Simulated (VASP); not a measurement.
Here is a VASP 6.6.1 calculation.

File INCAR:

```
ALGO = Normal ; EDIFF = 1E-6
ENCUT = 520 ; GGA = CA
ISIF = 2 ; ISMEAR = -1
LASPH = T ; LCHARG = F
LREAL = F ; LWAVE = F
NBANDS = 17 ; NELM = 100
PREC = Accurate ; SIGMA = 0.08
```

File KPOINTS:

```
k-points
0
Gamma
  14 14 14
```

The input POSCAR:

```
Ca
1.0
   -2.7128070539      2.7128070539      1.4591820525
    2.7128070539     -2.7128070539      1.4591820525
    2.7128070539      2.7128070539     -1.4591820525
Ca
2
Direct
   -0.3750000000     -0.1250000000     -0.2500000000
    0.3750000000      0.1250000000      0.2500000000
```

Potentials or basis: VASP PAW LDA potentials, release 64 (Ca_sv).

Command:

```console
$ cat potpaw_LDA.64/Ca_sv/POTCAR > POTCAR
$ mpirun -np 1 vasp_std > vasp.out
```

Problem. Predict the band gap on the k mesh.

Solution. Zero (band 10 reaches 5.20 eV, above the bottom of band 11 at 4.63 eV).

Problem. Predict the pressure.

Solution. 20.2 GPa.
